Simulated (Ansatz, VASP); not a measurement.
Ga: VASP beside Ansatz

```
Ga
1.0
    -1.69835    1.69835    1.69835
     1.69835   -1.69835    1.69835
     1.69835    1.69835   -1.69835
Ga
1
Direct
  0.00000 0.00000 0.00000
```

Alike in both runs: task relaxation of cell and atoms; functional PBEsol; k mesh 13 × 13 × 13; occupations fermi-dirac, width 0.1 eV; no spin polarisation.

|  | VASP | Ansatz |
| --- | --- | --- |
| version | VASP 6.6.1 | Ansatz 0.2.0 |
| potentials or method | VASP PAW PBE potentials, release 64 (Ga_d), cutoff 500 eV | plane waves (420 eV) with PAW, scalar-relativistic |
| valence electrons in the cell | 13 | 13 |

|  | VASP | Ansatz | Ansatz less VASP |
| --- | --- | --- | --- |
| relaxed volume (Å³/atom) | 18.03 | 17.98 | -0.049 |
| relaxed cell length with the largest relative difference (Å) | 2.861 | 2.859 | -0.0026 |

VASP's potentials were made for PBE, not for PBEsol, and Ansatz warns of the same on its side.
